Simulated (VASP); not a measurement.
# MgS (P6_3mc) in VASP: further runs

The runs below take MgS through single point, with HSE06, PBEsol.

All numbers are computed with VASP 6.6.1; they aren't measurements. Logs are shortened: lines on timing, memory, paths and dates and some standing lists are left out, and cuts for length are marked.

### 1 The cell of the first run

The structure is hexagonal, space group P6_3mc (No. 186). The conventional cell has a = 4.035 Å, b = 4.035 Å, c = 6.432 Å, α = 90.00°, β = 90.00°, γ = 120.00°. Within 3.2 Å of S (site symmetry 3m) lie 4 Mg at 2.45 to 2.47 Å. Within 3.2 Å of Mg (site symmetry 3m) lie 4 S at 2.45 to 2.47 Å.

### 2 Single point, HSE06

The input, POSCAR:

```
MgS
1.0
    4.0346224068      0.0000000000      0.0000000000
   -2.0173112034      3.4940854990      0.0000000000
    0.0000000000      0.0000000000      6.4322941800
S Mg
2 2
Direct
    0.6666666667      0.3333333333      0.8792441500
    0.3333333333      0.6666666667      0.3792441500
    0.3333333333      0.6666666667      0.9957548500
    0.6666666667      0.3333333333      0.4957548500
```

The input, INCAR.step1:

```
SYSTEM = MgS
PREC = Accurate
ENCUT = 520
EDIFF = 1E-5
ISMEAR = -1
SIGMA = 0.05
LREAL = .FALSE.
LASPH = .TRUE.
NELM = 60
ALGO = Normal
ISIF = 2
LWAVE = .TRUE.
LCHARG = .FALSE.
NBANDS = 16
GGA = PE
KPAR = 2
```

The input, INCAR.step2:

```
SYSTEM = MgS
PREC = Accurate
ENCUT = 520
EDIFF = 1E-6
ISMEAR = -1
SIGMA = 0.05
LREAL = .FALSE.
LASPH = .TRUE.
NELM = 60
ALGO = Normal
ISIF = 2
LWAVE = .FALSE.
LCHARG = .FALSE.
GGA = PE
LHFCALC = .TRUE.
HFSCREEN = 0.2079
PRECFOCK = Normal
NBANDS = 16
ISTART = 1
KPAR = 2
```

The input, KPOINTS:

```
regular mesh
0
G
  6 6 4
  0 0 0
```

Potentials or basis: VASP PAW PBE potentials, release 64 (S, Mg).

Launch:

```sh
cat potpaw_PBE.64/S/POTCAR potpaw_PBE.64/Mg/POTCAR > POTCAR
cp INCAR.step1 INCAR
mpirun -np 2 vasp_std > vasp.out
cp INCAR.step2 INCAR
mpirun -np 2 vasp_std > vasp.out
```

OUTCAR:

```text
SYSTEM = MgS
   PREC = Accurate
   ENCUT = 520
   EDIFF = 1E-6
   ISMEAR = -1
   LREAL = .FALSE.
   LASPH = .TRUE.
   NELM = 60
   ISIF = 2
   GGA = PE
   LHFCALC = .TRUE.
   HFSCREEN = 0.2079
   PRECFOCK = Normal
   ISTART = 1

 ion  position               nearest neighbor table
   1  0.667  0.333  0.879-   3 2.45   3 2.45   3 2.45   4 2.47
   2  0.333  0.667  0.379-   4 2.45   4 2.45   4 2.45   3 2.47
   3  0.333  0.667  0.996-   1 2.45   1 2.45   1 2.45   2 2.47
   4  0.667  0.333  0.496-   2 2.45   2 2.45   2 2.45   1 2.47

  LATTYP: Found a hexagonal cell.
 ALAT       =     4.0346224068
 C/A-ratio  =     1.5942741430

  Lattice vectors:

 A1 = (   4.0346224068,   0.0000000000,   0.0000000000)
 A2 = (  -2.0173112034,   3.4940854990,   0.0000000000)
 A3 = (   0.0000000000,   0.0000000000,   6.4322941800)

Analysis of symmetry for initial positions (statically):
=====================================================================
 Subroutine PRICEL returns:
 Original cell was already a primitive cell.

 Routine SETGRP: Setting up the symmetry group for a
 hexagonal supercell.

 Subroutine GETGRP returns: Found 12 space group operations
 (whereof  6 operations were pure point group operations)
 out of a pool of 24 trial point group operations.

The static configuration has the point symmetry C_3v.
 The point group associated with its full space group is C_6v.

Analysis of symmetry for dynamics (positions and initial velocities):
=====================================================================
 Subroutine PRICEL returns:
 Original cell was already a primitive cell.

 Routine SETGRP: Setting up the symmetry group for a
 hexagonal supercell.

 Subroutine GETGRP returns: Found 12 space group operations
 (whereof  6 operations were pure point group operations)
 out of a pool of 24 trial point group operations.

The dynamic configuration has the point symmetry C_3v.
 The point group associated with its full space group is C_6v.

 Subroutine INISYM returns: Found 12 space group operations
 (whereof  6 operations are pure point group operations),
 and found     1 'primitive' translations

----------------------------------------------------------------------------------------

                                     Primitive cell

  volume of cell :      90.6781

  direct lattice vectors                    reciprocal lattice vectors
     4.034622407  0.000000000  0.000000000     0.247854669  0.143098960  0.000000000
    -2.017311203  3.494085499  0.000000000     0.000000000  0.286197919  0.000000000
     0.000000000  0.000000000  6.432294180     0.000000000  0.000000000  0.155465526

  length of vectors
     4.034622407  4.034622407  6.432294180     0.286197919  0.286197919  0.155465526

  position of ions in fractional coordinates (direct lattice)
     0.666666667  0.333333333  0.879244150
     0.333333333  0.666666667  0.379244150
     0.333333333  0.666666667  0.995754850
     0.666666667  0.333333333  0.495754850

  ion indices of the primitive-cell ions
   primitive index   ion index
                 1           1
                 2           2
                 3           3
                 4           4

----------------------------------------------------------------------------------------

 KPOINTS: regular mesh

Automatic generation of k-mesh.
 Grid dimensions read from file:
 generate k-points for:    6    6    4

 Generating k-lattice:

  Cartesian coordinates                     Fractional coordinates (reciprocal lattice)
     0.041309111  0.023849827  0.000000000     0.166666667  0.000000000  0.000000000
     0.000000000  0.047699653  0.000000000     0.000000000  0.166666667  0.000000000
     0.000000000  0.000000000  0.038866382     0.000000000  0.000000000  0.250000000

  Length of vectors
     0.047699653  0.047699653  0.038866382

  Shift w.r.t. Gamma in fractional coordinates (k-lattice)
     0.000000000  0.000000000  0.000000000

 Subroutine IBZKPT returns following result:
 ===========================================

 Found     21 irreducible k-points:

 Following reciprocal coordinates:
            Coordinates               Weight
  0.000000  0.000000  0.000000      1.000000
  0.166667  0.000000  0.000000      6.000000
  0.333333 -0.000000  0.000000      6.000000
  0.500000 -0.000000  0.000000      3.000000
  0.166667  0.166667  0.000000      6.000000
  0.333333  0.166667  0.000000     12.000000
[... 13 lines left out ...]
  0.333333  0.166667  0.500000     12.000000
  0.333333  0.333333  0.500000      2.000000
   k-points           NKPTS =     21   k-points in BZ     NKDIM =    144   number of bands    NBANDS=     16
   number of dos      NEDOS =    301   number of ions     NIONS =      4
   total plane-waves  NPLWV =  43200
   dimension x,y,z NGX =    30 NGY =   30 NGZ =   48
   dimension x,y,z NGXF=    60 NGYF=   60 NGZF=   96
   ions per type =               2   2
   NGX,Y,Z   is equivalent  to a cutoff of  12.36, 12.36, 12.41 a.u.
   NGXF,Y,Z  is equivalent  to a cutoff of  24.72, 24.72, 24.81 a.u.
 SYSTEM =  MgS
   PREC   = accura    normal or accurate (medium, high low for compatibility)
   ISTART =      1    job   : 0-new  1-cont  2-samecut
   ICHARG =      0    charge: 1-file 2-atom 10-const
   ISPIN  =      1    spin polarized calculation?
   LNONCOLLINEAR =      F non collinear calculations
   LSORBIT =      F    spin-orbit coupling
   LASPH  =      T    aspherical Exc in radial PAW
   ENCUT  =  520.0 eV  38.22 Ry    6.18 a.u.   7.50  7.50 11.96*2*pi/ulx,y,z
   NELM   =     60;   NELMIN=  2; NELMDL=  0     # of ELM steps
   EDIFF  = 0.1E-05   stopping-criterion for ELM
   LREAL  =      F    real-space projection
   EDIFFG = 0.1E-04   stopping-criterion for IOM
   NSW    =      0    number of steps for IOM
   IBRION =     -1    ionic relax: 0-MD 1-quasi-New 2-CG
   NFREE  =      0    steps in history (QN), initial steepest desc. (CG)
   ISIF   =      2    stress and relaxation
   ISYM   =      3    0-nonsym 1-usesym 2-fastsym
   POTIM  = 0.5000    time-step for ionic-motion
   TEBEG  =    0.0;   TEEND  =   0.0 temperature during run
   PSTRESS=    0.0 pullay stress
   NELECT =      16.0000    total number of electrons
   NUPDOWN=      -1.0000    fix difference up-down
   EMIN   =  10.00;   EMAX   =-10.00  energy-range for DOS
   EFERMI =   0.00;   METHOD = LEGACY
   ISMEAR =    -1;   SIGMA  =   0.05  broadening in eV -4-tet -1-fermi 0-gaus
   EFERMI_NEDOS =   21; number of points for ismear=-14 and -15
   IALGO  =     38    algorithm
   IMIX   =      1    mixing-type and parameters
     AMIX     =   0.40;   BMIX     =  1.00
     AMIX_MAG =   1.60;   BMIX_MAG =  1.00
  volume/ion in A,a.u.               =      22.67       152.98
  Fermi-wavevector in a.u.,A,eV,Ry     =   0.918221  1.735187 11.471486  0.843130
  Thomas-Fermi vector in A             =   2.043279
   LORBIT       =      0    0 simple, 1 ext, 2 COOP (PROOUT), +10 PAW based schemes
   GGA     = PE    functional components
   LHFCALC =     T    Hartree Fock is set to
   PRECFOCK=normal    Normal, Fast or Accurate (Low or Medium for compatibility)
   ENCUT4O =  -1.0   cutoff for four orbital integrals eV
   NKREDX  =     1    reduce k-point grid by
   NKREDY  =     1    reduce k-point grid by
   NKREDZ  =     1    reduce k-point grid by
   AEXX    =    0.2500 exact exchange contribution
   HFSCREEN=    0.2079 screening length (either q_TF or 0.3 A-1)
   HFSCREENC=   0.2079 screening length for correlation (either q_TF or 0.3 A-1)
   ENCUTFOCK=  -1.0 apply spherical cutoff to Coloumb kernel
   IVDW    =     0    specifies the selected vdW correction
   LEPSILON=     F    determine dielectric tensor
   LRPA    =     F    only Hartree local field effects (RPA)
 non-spin polarized calculation
  energy-cutoff  :      520.00
  volume of cell :       90.68
 maximum number of plane-waves:      2466
 NGX is ok and might be reduce to    30
  NGX = 24; NGY = 24; NGZ = 36

 number of electron      16.0000004 magnetization

 Free energy of the ion-electron system (eV)
  ---------------------------------------------------
  ext. energy  EPLUGINS =         0.00000000
  ---------------------------------------------------
  free energy    TOTEN  =       -19.72916199 eV

  energy without entropy =      -19.72916199  energy(sigma->0) =      -19.72916199

 E-fermi :   1.4976     XC(G=0):  -7.0136

 val. band max:        0.4753539530   @ k =   0.0000   0.0000   0.0000
 cond. band min:       4.9581774170   @ k =   0.0000   0.0000   0.0000
 fundamental gap:      4.4828234640
 Fermi energy:         1.4976132238

 k-point     1 :       0.0000    0.0000    0.0000
  band No.  band energies     occupation
      1     -12.1033      2.00000
      2     -11.2993      2.00000
      3      -3.0219      2.00000
      4      -0.1606      2.00000
      5      -0.1606      2.00000
      6       0.3030      2.00000
[... 8 lines left out ...]
     15      10.2288      0.00000
     16      10.8963      0.00000

 k-point     2 :       0.1667    0.0000    0.0000
  band No.  band energies     occupation
      1     -11.9573      2.00000
      2     -11.2294      2.00000
      3      -2.7882      2.00000
      4      -0.9586      2.00000
      5      -0.5101      2.00000
      6      -0.3813      2.00000
[... 8 lines left out ...]
     15      10.4004      0.00000
     16      10.4180      0.00000

 k-point     3 :       0.3333   -0.0000    0.0000
  band No.  band energies     occupation
      1     -11.6095      2.00000
      2     -11.1129      2.00000
      3      -2.3355      2.00000
      4      -2.0544      2.00000
      5      -1.6578      2.00000
      6      -0.7363      2.00000
[... 8 lines left out ...]
     15      10.3933      0.00000
     16      11.9131      0.00000
[... 305 lines left out ...]
 k-point    20 :       0.3333    0.1667    0.5000
  band No.  band energies     occupation
      1     -11.2350      2.00000
      2     -11.2350      2.00000
      3      -2.6822      2.00000
      4      -2.6822      2.00000
      5      -1.0813      2.00000
      6      -1.0813      2.00000
[... 8 lines left out ...]
     15      11.1553      0.00000
     16      11.1553      0.00000

 k-point    21 :       0.3333    0.3333    0.5000
  band No.  band energies     occupation
      1     -11.1661      2.00000
      2     -11.1661      2.00000
      3      -2.5611      2.00000
      4      -2.5611      2.00000
      5      -1.6792      2.00000
      6      -1.6792      2.00000
[... 8 lines left out ...]
     15      11.0079      0.00000
     16      11.0079      0.00000

------------------------ aborting loop because EDIFF is reached ----------------------------------------

  FORCE on cell =-STRESS in cart. coord.  units (eV):
  Direction    XX          YY          ZZ          XY          YZ          ZX
  --------------------------------------------------------------------------------------
  -------------------------------------------------------------------------------------
  Total       -0.0422768     -0.0422768     -0.1612880      0.0000000      0.0000000      0.0000000
  in kB       -0.7469822     -0.7469822     -2.8497734      0.0000000      0.0000000      0.0000000
  external PRESSURE =      -1.4479126 kB  Pullay stress =       0.0000000 kB

 VOLUME and BASIS-vectors are now :
 -----------------------------------------------------------------------------
  energy-cutoff  :      520.00
  volume of cell :       90.68
      direct lattice vectors                 reciprocal lattice vectors
     4.034622407  0.000000000  0.000000000     0.247854669  0.143098960  0.000000000
    -2.017311203  3.494085499  0.000000000     0.000000000  0.286197919  0.000000000
     0.000000000  0.000000000  6.432294180     0.000000000  0.000000000  0.155465526

 POSITION                                       TOTAL-FORCE (eV/Angst)
 -----------------------------------------------------------------------------------
      2.01731      1.16470      5.65556         0.000000     -0.000000     -0.052856
     -0.00000      2.32939      2.43941         0.000000      0.000000     -0.052856
     -0.00000      2.32939      6.40499        -0.000000     -0.000000      0.052856
      2.01731      1.16470      3.18884         0.000000      0.000000      0.052856
 -----------------------------------------------------------------------------------
    total drift:                               -0.000000      0.000000     -0.000132

  FREE ENERGIE OF THE ION-ELECTRON SYSTEM (eV)
  ---------------------------------------------------
  free  energy   TOTEN  =       -19.7291619910 eV

  energy  without entropy=      -19.7291619910  energy(sigma->0) =      -19.72916199
```

It took 22 min on 2 MPI ranks of AMD EPYC 7R43 (Zen 3), shared host; peak memory 0.31 GiB.

Results:

* Free energy: -19.7292 eV
* Pressure: -0.1 GPa
* Largest force: 0.053 eV/Å
* Band gap on the k mesh: 4.48 eV

Forces on the atoms (eV/Å):
```
S    0.000  0.000 -0.053
S    0.000  0.000 -0.053
Mg   0.000  0.000  0.053
Mg   0.000  0.000  0.053
```

Caveat: the PAW data sets were made with another functional, which shifts forces and pressure a little.

### 3 Single point, PBEsol

The input, INCAR:

```
SYSTEM = MgS
  ALGO = Normal
  EDIFF = 1E-7
  ENCUT = 520
  GGA = PS
  ISIF = 2
  ISMEAR = -1
  LASPH = .TRUE.
  LCHARG = .FALSE.
  LREAL = .FALSE.
  LWAVE = .FALSE.
  NBANDS = 16
  NELM = 100
  PREC = Accurate
  SIGMA = 0.05
```

The input, KPOINTS:

```
k-points
0
G
  6 6 4
  0 0 0
```

The input, POSCAR:

```
MgS
1.0
    4.0346224068      0.0000000000      0.0000000000
   -2.0173112034      3.4940854990      0.0000000000
    0.0000000000      0.0000000000      6.4322941800
S Mg
2 2
Direct
    0.6666666667      0.3333333333      0.8785443719
    0.3333333333      0.6666666667      0.3785443719
    0.3333333333      0.6666666667      0.9964546281
    0.6666666667      0.3333333333      0.4964546281
```

Potentials or basis: VASP PAW PBE potentials, release 64 (S, Mg).

Launch:

```sh
cat potpaw_PBE.64/S/POTCAR potpaw_PBE.64/Mg/POTCAR > POTCAR
mpirun -np 1 vasp_std > vasp.out
```

OUTCAR:

```text
SYSTEM = MgS
   EDIFF = 1E-7
   ENCUT = 520
   GGA = PS
   ISIF = 2
   ISMEAR = -1
   LASPH = .TRUE.
   LREAL = .FALSE.
   NELM = 100
   PREC = Accurate

 ion  position               nearest neighbor table
   1  0.667  0.333  0.879-   3 2.45   3 2.45   3 2.45   4 2.46
   2  0.333  0.667  0.379-   4 2.45   4 2.45   4 2.45   3 2.46
   3  0.333  0.667  0.996-   1 2.45   1 2.45   1 2.45   2 2.46
   4  0.667  0.333  0.496-   2 2.45   2 2.45   2 2.45   1 2.46

  LATTYP: Found a hexagonal cell.
 ALAT       =     4.0346224068
 C/A-ratio  =     1.5942741430

[... 592 lines left out ...]
  --------------------------------------------------------------------------------------
  -------------------------------------------------------------------------------------
  Total       -0.2268242     -0.2268242     -0.2184826      0.0000000      0.0000000     -0.0000000
  in kB       -4.0077229     -4.0077229     -3.8603367      0.0000000      0.0000000     -0.0000000
  external PRESSURE =      -3.9585942 kB  Pullay stress =       0.0000000 kB

 VOLUME and BASIS-vectors are now :
 -----------------------------------------------------------------------------
  energy-cutoff  :      520.00
  volume of cell :       90.68
      direct lattice vectors                 reciprocal lattice vectors
     4.034622407  0.000000000  0.000000000     0.247854669  0.143098960  0.000000000
    -2.017311203  3.494085499  0.000000000     0.000000000  0.286197919  0.000000000
     0.000000000  0.000000000  6.432294180     0.000000000  0.000000000  0.155465526

 POSITION                                       TOTAL-FORCE (eV/Angst)
 -----------------------------------------------------------------------------------
      2.01731      1.16470      5.65106        -0.000000      0.000000     -0.000796
     -0.00000      2.32939      2.43491        -0.000000      0.000000     -0.000796
     -0.00000      2.32939      6.40949         0.000000     -0.000000      0.000796
      2.01731      1.16470      3.19334         0.000000      0.000000      0.000796
 -----------------------------------------------------------------------------------
    total drift:                                0.000000      0.000000      0.000142

  FREE ENERGIE OF THE ION-ELECTRON SYSTEM (eV)
  ---------------------------------------------------
  free  energy   TOTEN  =       -17.8715325011 eV

  energy  without entropy=      -17.8715325010  energy(sigma->0) =      -17.87153250
```

stdout:

```text
POSCAR found type information on POSCAR S Mg
 POSCAR found :  2 types and       4 ions
 scaLAPACK will be used
 -----------------------------------------------------------------------------
|                                                                             |
|                                                                             |
|     You enforced a specific xc type in the INCAR file but a different       |
|     I HOPE YOU KNOW WHAT YOU ARE DOING!                                     |
|                                                                             |
 -----------------------------------------------------------------------------

 LDA part: xc-table for (Slater+PW92), standard interpolation
 POSCAR, INCAR and KPOINTS ok, starting setup
 FFT: planning ... GRIDC
 FFT: planning ... GRID_SOFT
 FFT: planning ... GRID
 WAVECAR not read
 entering main loop
```

It took 19 s on 1 thread of Intel Xeon Platinum 8488C (Sapphire Rapids), shared host; peak memory 0.19 GiB.

Results:

| Item | Value |
| --- | --- |
| Free energy | -17.8715 eV |
| Pressure | -0.4 GPa |
| Band gap on the k mesh | 3.28 eV |

Caveat: the PAW data sets were made with another functional, which shifts forces and pressure a little.

### 4 Single point, PBEsol

This run uses another cell than the first one, of 23.13 Å³/atom.

The input, INCAR:

```
SYSTEM = MgS
PREC = Accurate ; ENCUT = 520
EDIFF = 1E-7 ; ISMEAR = -1
SIGMA = 0.05 ; LREAL = .False.
LASPH = .True. ; NELM = 80
ALGO = Normal ; ISIF = 2
LWAVE = .False. ; LCHARG = .False.
GGA = PS ; NBANDS = 16
```

The input, KPOINTS:

```
regular mesh
0
Gamma
  6 6 4
  0 0 0
```

The input, POSCAR:

```
MgS
1.0
    4.0749686309      0.0000000000      0.0000000000
   -2.0374843154      3.5290263540      0.0000000000
    0.0000000000      0.0000000000      6.4322941800
S Mg
2 2
Direct
    0.6666666667      0.3333333333      0.8795783887
    0.3333333333      0.6666666667      0.3795783887
    0.3333333333      0.6666666667      0.9954206113
    0.6666666667      0.3333333333      0.4954206113
```

Launch:

```sh
cat potpaw_PBE.64/S/POTCAR potpaw_PBE.64/Mg/POTCAR > POTCAR
mpirun -np 1 vasp_std > vasp.out
```

It took 19 s on 1 thread of Intel Xeon Platinum 8488C (Sapphire Rapids), shared host; peak memory 0.19 GiB.

The run converged. Its results:

```yaml
Free_energy: -17.8599 eV
Pressure: -1.5 GPa
Band_gap_on_the_k_mesh: 3.15 eV
```

Stress tensor (GPa, compression positive):
```
-1.68  0.00  0.00
 0.00 -1.68  0.00
 0.00  0.00 -1.18
```

Levels at points of the mesh, in eV from the valence-band top:
```csv
k point,band 4,band 5,band 6,band 7,band 8,band 9,band 10,band 11,band 12,band 13
"(0.00, 0.00, 0.00)",-0.62,-0.62,-0.19,-0.19,0.00,3.15,4.42,7.28,7.28,8.17
"(0.50, 0.00, 0.00)",-2.44,-1.90,-1.29,-0.95,-0.49,4.52,5.04,5.61,7.32,8.05
"(0.00, 0.00, 0.50)",-1.93,-0.42,-0.42,-0.42,-0.42,4.64,4.64,7.43,7.43,7.43
"(0.50, 0.00, 0.50)",-3.13,-0.93,-0.93,-0.81,-0.81,4.46,4.46,6.15,6.15,9.05
```

Caveat: the PAW data sets were made with another functional, which shifts forces and pressure a little.

(Part 1 of 2 ends here.)
